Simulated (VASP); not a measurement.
Set up this calculation in VASP 6.6.1, as the native input.

| Property | Result |
| --- | --- |
| Task | relaxation of cell and atoms |
| Functional | LDA |
| Potentials or basis | VASP PAW LDA potentials, release 64 (Si, C) |
| Cutoff | 600 eV |
| k mesh | 12 × 12 × 6 |
| Occupations | fermi-dirac, width 0.02 eV |
| Spin | no spin polarisation |
| Dipole correction | no |
| Further INCAR settings | ALGO = Normal; EDIFF = 1e-06; IBRION = 2; EDIFFG = -0.01; NSW = 80; ISIF = 3 |

The structure of SiC (Moissanite) lies in POSCAR:

```
SiC
1.0
    3.0760000000      0.0000000000      0.0000000000
   -1.5380000000      2.6638941400      0.0000000000
    0.0000000000      0.0000000000      5.0480000000
Si C
2 2
Direct
    0.3333333300      0.6666666700      0.0000000000
    0.6666666700      0.3333333300      0.5000000000
    0.3333333300      0.6666666700      0.3850000000
    0.6666666700      0.3333333300      0.8850000000
```

The input as run:

INCAR

```
SYSTEM = SiC
PREC     = Accurate       ! precision mode
ENCUT    = 600            ! plane-wave cutoff, eV
EDIFF    = 1E-6           ! SCF threshold, eV
ISMEAR   = -1             ! smearing method
SIGMA    = 0.02           ! smearing width, eV
LREAL    = .FALSE.        ! projectors in reciprocal space
LASPH    = .TRUE.         ! aspherical terms in the spheres
NELM     = 60             ! most SCF steps
ALGO     = Normal         ! electronic algorithm
ISIF     = 3              ! what is computed and relaxed
LWAVE    = .FALSE.        ! write WAVECAR
LCHARG   = .FALSE.        ! write CHGCAR
IBRION   = 2              ! ionic algorithm
NSW      = 80             ! ionic steps
EDIFFG   = -0.01          ! ionic threshold
```

KPOINTS

```
regular mesh
0
G
  12 12 6
  0 0 0
```

Potentials or basis: VASP PAW LDA potentials, release 64 (Si, C).

Launch:

```bash
$ cat potpaw_LDA.64/Si/POTCAR potpaw_LDA.64/C/POTCAR > POTCAR
$ mpirun -np 1 vasp_std > vasp.out
```

Results of the run:

| Quantity | Value |
| --- | --- |
| Relaxed volume | 10.16 Å³/atom |
| Relaxed cell | a = 3.058 Å, b = 3.058 Å, c = 5.019 Å, α = 90.00°, β = 90.00°, γ = 120.00° |
| Space group after relaxing (to 0.05 Å) | P6_3mc (No. 186) |
| Energy gained by relaxing | 11.1 meV/atom |
| Ionic steps | 7 |
| Pressure after relaxing | -0.2 GPa |
| Band gap on the k mesh | 2.12 eV, indirect (least direct gap 3.91 eV) |

It took 97 s on 1 thread of Intel(R) Xeon(R) Platinum 8375C CPU @ 2.90GHz (Ice Lake), on a shared host, peak memory 0.18 GiB.
